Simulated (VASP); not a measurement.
Crystal: CdTe.

```
CELL_PARAMETERS angstrom
0.00000 3.27996 3.27996
3.27996 0.00000 3.27996
3.27996 3.27996 0.00000
ATOMIC_POSITIONS crystal
Cd 0.00000 0.00000 0.00000
Te 0.25000 0.25000 0.25000
```

Base run:

| Item | Value |
| --- | --- |
| Program | VASP 6.6.1 |
| Functional | PBE |
| Potentials or basis | VASP PAW PBE potentials, release 64 (Cd, Te) |
| Cutoff | 520 eV |
| k mesh | 6 × 6 × 6 |
| Occupations | gaussian, width 0.01 eV |
| Spin | no spin polarisation |

Its results: band gap on the k mesh 0.66 eV, direct; pressure 1.1 GPa.

Question: The run is repeated on the same cell with these changes: functional from PBE to r2SCAN. What comes out?

Answer: Band gap on the k mesh 1.15 eV, direct; pressure 0.1 GPa.

r2SCAN gives the wider gap, since meta-GGAs in the generalised Kohn-Sham scheme recover part of the derivative discontinuity.

Caveats: spin-orbit coupling is left out, which moves the levels of the heavy elements; the PAW data sets were made with another functional, which shifts forces and pressure a little (some runs).

